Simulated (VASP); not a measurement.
# Al7BN8 (P3m1) in VASP: relaxation of the atoms with LDA

Aim: the relaxation of the atoms of Al7BN8 with LDA.

Everything below comes from runs of VASP 6.6.1. Logs are shortened: lines on timing, memory, paths and dates and some standing lists are left out, and cuts for length are marked.

### Step 1. The cell of the first run

Symmetry: P3m1, No. 156, trigonal system. The conventional cell has a = 6.059 Å, b = 6.059 Å, c = 4.831 Å, α = 90.00°, β = 90.00°, γ = 120.00°. Within 2.5 Å of Al (site symmetry m) lie 4 N at 1.85 to 1.90 Å. Within 2.4 Å of Al (site symmetry m) lie 4 N at 1.83 to 1.92 Å. Al (site symmetry 3m) has 4 N at 1.85 Å within 2.4 Å. Within 2.1 Å of B (site symmetry 3m) lie 4 N at 1.58 to 1.67 Å. N (site symmetry 3m) has 1 B at 1.58 Å and 3 Al at 1.87 Å within 2.1 Å. Within 2.2 Å of N (site symmetry m) lie 1 B at 1.67 Å and 3 Al at 1.90 to 1.92 Å. Within 2.4 Å of N (site symmetry m) lie 4 Al at 1.85 to 1.87 Å. Within 2.4 Å of N (site symmetry 3m) lie 4 Al at 1.83 to 1.85 Å.

### Step 2. Relaxation of the atoms, LDA

INCAR

```
SYSTEM = Al7BN8
  ALGO = Normal
  EDIFF = 1E-7
  EDIFFG = -0.004
  ENCUT = 520
  GGA = CA
  GGA_COMPAT = .FALSE.
  IBRION = 2
  ISIF = 2
  ISMEAR = 0
  LASPH = .TRUE.
  LCHARG = .FALSE.
  LREAL = .FALSE.
  LWAVE = .FALSE.
  NELM = 120
  NELMIN = 4
  NSW = 80
  PREC = Accurate
  SIGMA = 0.01
```

KPOINTS

```
k-points
0
G
  4 4 5
  0 0 0
```

POSCAR

```
Al7BN8
1.0
    6.0594398374      0.0000000000      0.0000000000
   -3.0297199187      5.2476288319      0.0000000000
    0.0000000000      0.0000000000      4.8310768557
Al B N
7 1 8
Direct
    0.3282725421      0.1717274579      0.4973220349
    0.1654572899      0.8327286450      0.0004757633
    0.3282725421      0.6565450841      0.4973220349
    0.6672713550      0.3345427101      0.0004757633
    0.8434549159      0.1717274579      0.4973220349
    0.6672713550      0.8327286450      0.0004757633
    0.8333333333      0.6666666667      0.5018061826
    0.1666666667      0.3333333333      0.0069711312
    0.1666666667      0.3333333333      0.3346488839
    0.3161419084      0.1838580916      0.8904037609
    0.1690039463      0.8345019732      0.3876419291
    0.3161419084      0.6322838168      0.8904037609
    0.6654980268      0.3309960537      0.3876419291
    0.8677161832      0.1838580916      0.8904037609
    0.6654980268      0.8345019732      0.3876419291
    0.8333333333      0.6666666667      0.8850433376
```

Potentials or basis: VASP PAW LDA potentials, release 64 (Al, B, N).

The run is started by

```console
$ cat potpaw_LDA.64/Al/POTCAR potpaw_LDA.64/B/POTCAR potpaw_LDA.64/N/POTCAR > POTCAR
$ mpirun -np 1 vasp_std > vasp.out
```

OUTCAR:

```text
SYSTEM = Al7BN8
   EDIFF = 1E-7
   EDIFFG = -0.004
   ENCUT = 520
   GGA = CA
   IBRION = 2
   ISIF = 2
   ISMEAR = 0
   LASPH = .TRUE.
   LREAL = .FALSE.
   NELM = 120
   NELMIN = 4
   NSW = 80
   PREC = Accurate

 ion  position               nearest neighbor table
   1  0.328  0.172  0.497-  13 1.85  11 1.85   9 1.87  10 1.90   5 2.94   3 2.94   4 2.99   2 2.99
                             4 3.01   2 3.01   7 3.03   7 3.03   5 3.12   3 3.12
   2  0.165  0.833  0.000-  16 1.83  11 1.87  10 1.92  12 1.92   7 2.97   7 2.98   1 2.99   3 2.99
                             1 3.01   3 3.01   6 3.02   4 3.02   6 3.04   4 3.04
   3  0.328  0.657  0.497-  15 1.85  11 1.85   9 1.87  12 1.90   1 2.94   5 2.94   6 2.99   2 2.99
                             6 3.01   2 3.01   7 3.03   7 3.03   1 3.12   5 3.12
   4  0.667  0.335  0.000-  16 1.83  13 1.87  10 1.92  14 1.92   7 2.97   7 2.98   1 2.99   5 2.99
                             1 3.01   5 3.01   6 3.02   2 3.02   6 3.04   2 3.04
   5  0.843  0.172  0.497-  15 1.85  13 1.85   9 1.87  14 1.90   1 2.94   3 2.94   6 2.99   4 2.99
                             6 3.01   4 3.01   7 3.03   7 3.03   1 3.12   3 3.12
   6  0.667  0.833  0.000-  16 1.83  15 1.87  12 1.92  14 1.92   7 2.97   7 2.98   3 2.99   5 2.99
                             3 3.01   5 3.01   2 3.02   4 3.02   2 3.04   4 3.04
   7  0.833  0.667  0.502-  15 1.85  11 1.85  13 1.85  16 1.85   2 2.97   6 2.97   4 2.97   2 2.98
                             6 2.98   4 2.98   3 3.03   5 3.03   1 3.03   1 3.03   3 3.03   5 3.03
   8  0.167  0.333  0.007-   9 1.58  10 1.67  14 1.67  12 1.67
   9  0.167  0.333  0.335-   8 1.58   1 1.87   5 1.87   3 1.87
  10  0.316  0.184  0.890-   8 1.67   1 1.90   4 1.92   2 1.92
  11  0.169  0.835  0.388-   7 1.85   1 1.85   3 1.85   2 1.87
  12  0.316  0.632  0.890-   8 1.67   3 1.90   6 1.92   2 1.92
  13  0.665  0.331  0.388-   7 1.85   1 1.85   5 1.85   4 1.87
  14  0.868  0.184  0.890-   8 1.67   5 1.90   6 1.92   4 1.92
  15  0.665  0.835  0.388-   7 1.85   3 1.85   5 1.85   6 1.87
  16  0.833  0.667  0.885-   2 1.83   6 1.83   4 1.83   7 1.85

  LATTYP: Found a hexagonal cell.
 ALAT       =     6.0594398374
 C/A-ratio  =     0.7972810995

  Lattice vectors:

 A1 = (   6.0594398374,   0.0000000000,   0.0000000000)
 A2 = (  -3.0297199187,   5.2476288319,   0.0000000000)
 A3 = (   0.0000000000,   0.0000000000,   4.8310768557)

Analysis of symmetry for initial positions (statically):
=====================================================================
 Subroutine PRICEL returns:
 Original cell was already a primitive cell.

 Routine SETGRP: Setting up the symmetry group for a
 hexagonal supercell.

 Subroutine GETGRP returns: Found  6 space group operations
 (whereof  2 operations were pure point group operations)
 out of a pool of 24 trial point group operations.

The static configuration has the point symmetry C_1h.
 The point group associated with its full space group is C_3v.

[... 126 lines left out ...]
   LSORBIT =      F    spin-orbit coupling
   LASPH  =      T    aspherical Exc in radial PAW
   ENCUT  =  520.0 eV  38.22 Ry    6.18 a.u.  11.27 11.27  8.98*2*pi/ulx,y,z
   NELM   =    120;   NELMIN=  4; NELMDL= -5     # of ELM steps
   EDIFF  = 0.1E-06   stopping-criterion for ELM
   LREAL  =      F    real-space projection
   EDIFFG = -.4E-02   stopping-criterion for IOM
   NSW    =     80    number of steps for IOM
   IBRION =      2    ionic relax: 0-MD 1-quasi-New 2-CG
   NFREE  =      1    steps in history (QN), initial steepest desc. (CG)
   ISIF   =      2    stress and relaxation
   ISYM   =      2    0-nonsym 1-usesym 2-fastsym
   POTIM  = 0.5000    time-step for ionic-motion
   TEBEG  =    0.0;   TEEND  =   0.0 temperature during run
   PSTRESS=    0.0 pullay stress
   NELECT =      64.0000    total number of electrons
   NUPDOWN=      -1.0000    fix difference up-down
   EMIN   =  10.00;   EMAX   =-10.00  energy-range for DOS
   EFERMI =   0.00;   METHOD = LEGACY
   ISMEAR =     0;   SIGMA  =   0.01  broadening in eV -4-tet -1-fermi 0-gaus
   EFERMI_NEDOS =   21; number of points for ismear=-14 and -15
   IALGO  =     38    algorithm
   IMIX   =      4    mixing-type and parameters
     AMIX     =   0.40;   BMIX     =  1.00
     AMIX_MAG =   1.60;   BMIX_MAG =  1.00
  volume/ion in A,a.u.               =       9.60        64.79
  Fermi-wavevector in a.u.,A,eV,Ry     =   1.222705  2.310577 20.340808  1.495007
  Thomas-Fermi vector in A             =   2.357842
   LORBIT       =      0    0 simple, 1 ext, 2 COOP (PROOUT), +10 PAW based schemes
   GGA     = CA    functional components
   LHFCALC =     F    Hartree Fock is set to
   AEXX    =    0.0000 exact exchange contribution
   IVDW    =     0    specifies the selected vdW correction
   LEPSILON=     F    determine dielectric tensor
   LRPA    =     F    only Hartree local field effects (RPA)
 conjugate gradient relaxation of ions
 non-spin polarized calculation
 Gauss-broadening in eV      SIGMA  =   0.01
  energy-cutoff  :      520.00
  volume of cell :      153.62
 maximum number of plane-waves:      4169
 NGX is ok and might be reduce to    48
   NGX = 23   NGY = 23   NGZ = 17

--------------------------------------- Ionic step        1  -------------------------------------------

 number of electron      64.0000003 magnetization

 Free energy of the ion-electron system (eV)
  ---------------------------------------------------
  ext. energy  EPLUGINS =         0.00000000
  ---------------------------------------------------
  free energy    TOTEN  =      -132.55855196 eV

  energy without entropy =     -132.55855196  energy(sigma->0) =     -132.55855196

------------------------ aborting loop because EDIFF is reached ----------------------------------------

  FORCE on cell =-STRESS in cart. coord.  units (eV):
  Direction    XX          YY          ZZ          XY          YZ          ZX
  --------------------------------------------------------------------------------------
  -------------------------------------------------------------------------------------
  Total        0.6612380      0.6612380      0.6304326      0.0000000     -0.0000000      0.0000000
  in kB        6.8965017      6.8965017      6.5752108      0.0000000     -0.0000000      0.0000000
  external PRESSURE =       6.7894047 kB  Pullay stress =       0.0000000 kB
[... 137 lines left out ...]
--------------------------------------- Ionic step        4  -------------------------------------------

 number of electron      64.0000003 magnetization

 Free energy of the ion-electron system (eV)
  ---------------------------------------------------
  ext. energy  EPLUGINS =         0.00000000
  ---------------------------------------------------
  free energy    TOTEN  =      -132.55859028 eV

  energy without entropy =     -132.55859028  energy(sigma->0) =     -132.55859028

 E-fermi :   6.3808     XC(G=0): -11.5311

 val. band max:        6.3339097281   @ k =   0.0000   0.0000   0.0000
 cond. band min:      10.1567454561   @ k =   0.0000   0.0000   0.4000
 fundamental gap:      3.8228357280
 Fermi energy:         6.3807945560

 k-point     1 :       0.0000    0.0000    0.0000
  band No.  band energies     occupation
      1      -9.4162      2.00000
      2      -7.3865      2.00000
      3      -6.9213      2.00000
      4      -6.9213      2.00000
      5      -6.8080      2.00000
      6      -6.2141      2.00000
[... 648 lines left out ...]
  FREE ENERGIE OF THE ION-ELECTRON SYSTEM (eV)
  ---------------------------------------------------
  free  energy   TOTEN  =      -132.5585902761 eV

  energy  without entropy=     -132.5585902761  energy(sigma->0) =     -132.55859028

 reached required accuracy - stopping structural energy minimisation
```

OSZICAR:

```text
N       E                     dE             d eps       ncg     rms          rms(c)
DAV:   1     0.254728980675E+03    0.25473E+03   -0.31025E+04  1148   0.143E+03
DAV:   2    -0.129599881341E+03   -0.38433E+03   -0.37039E+03  1499   0.269E+02
DAV:   3    -0.151421798875E+03   -0.21822E+02   -0.21692E+02  1400   0.710E+01
[... 29 lines left out ...]
       N       E                     dE             d eps       ncg     rms          rms(c)
DAV:   1    -0.132558590127E+03   -0.38370E-05   -0.10653E-03  1186   0.177E-01    0.572E-03
DAV:   2    -0.132558590718E+03   -0.59141E-06   -0.18578E-05  1376   0.208E-02    0.376E-03
DAV:   3    -0.132558590302E+03    0.41553E-06   -0.11792E-06  1384   0.705E-03    0.171E-03
DAV:   4    -0.132558590276E+03    0.26392E-07   -0.42500E-07  1004   0.329E-03
   4 F= -.13255859E+03 E0= -.13255859E+03  d E =-.407479E-05
```

CONTCAR:

```text
Al7BN8
   1.00000000000000
     6.0594398374000003    0.0000000000000000    0.0000000000000000
    -3.0297199187000001    5.2476288319000002    0.0000000000000000
     0.0000000000000000    0.0000000000000000    4.8310768557000001
  Al              B               N
     7     1     8
Direct
     0.3282457889772897    0.1717542110227103    0.4973993978039714
     0.1655669281874714    0.8327834641437400    0.0004010800426136
     0.3282457889772897    0.6564915778545776    0.4973993978039714
     0.6672165358562600    0.3344330718125286    0.0004010800426136
     0.8435084221454224    0.1717542110227103    0.4973993978039714
     0.6672165358562600    0.8327834641437400    0.0004010800426136
[... 8 lines left out ...]
     0.6654643480301357    0.8345356519698643    0.3876739188759903
     0.8333333332999970    0.6666666667000030    0.8850131689462699

  0.00000000E+00  0.00000000E+00  0.00000000E+00
  0.00000000E+00  0.00000000E+00  0.00000000E+00
  0.00000000E+00  0.00000000E+00  0.00000000E+00
  0.00000000E+00  0.00000000E+00  0.00000000E+00
  0.00000000E+00  0.00000000E+00  0.00000000E+00
  0.00000000E+00  0.00000000E+00  0.00000000E+00
[... 8 lines left out ...]
  0.00000000E+00  0.00000000E+00  0.00000000E+00
  0.00000000E+00  0.00000000E+00  0.00000000E+00
```

It took 6.2 min on 1 thread of Intel Xeon 8259CL, shared host; peak memory 0.26 GiB.

Results:

```
Free energy               : -132.5586 eV
Energy gained by relaxing : 0.0 meV/atom
Ionic steps               : 4
Pressure after relaxing   : 0.7 GPa
Band gap on the k mesh    : 3.82 eV (least direct gap 3.99 eV)
```

Forces on the atoms (eV/Å):
```
Al   0.000  0.000  0.000
Al   0.001  0.000  0.001
Al   0.000  0.000  0.000
Al   0.000 -0.001  0.001
Al   0.000  0.000  0.000
Al  -0.001  0.000  0.001
Al   0.000  0.000 -0.002
B    0.000  0.000  0.000
N    0.000  0.000  0.002
N    0.000  0.000  0.000
N   -0.001  0.000 -0.001
N    0.000  0.000  0.000
N    0.000  0.001 -0.001
N    0.000  0.000  0.000
N    0.001  0.000 -0.001
N    0.000  0.000 -0.002
```

Final structure:
```xyz
16
Lattice="6.0594 0.0000 0.0000 -3.0297 5.2476 0.0000 0.0000 0.0000 4.8311" Properties=species:S:1:pos:R:3 pbc="T T T"
Al    1.4686    0.9013    2.4030
Al   -1.5199    4.3701    0.0019
Al    0.0000    3.4450    2.4030
Al    3.0297    1.7550    0.0019
Al    4.5908    0.9013    2.4030
Al    1.5199    4.3701    0.0019
Al    3.0297    3.4984    2.4239
B     0.0000    1.7492    0.0336
N     0.0000    1.7492    1.6163
N     1.3582    0.9650    4.3018
N    -1.5039    4.3793    1.8729
N     0.0000    3.3176    4.3018
N     3.0297    1.7366    1.8729
N     4.7012    0.9650    4.3018
N     1.5039    4.3793    1.8729
N     3.0297    3.4984    4.2756
```

A k mesh can miss the band edges.
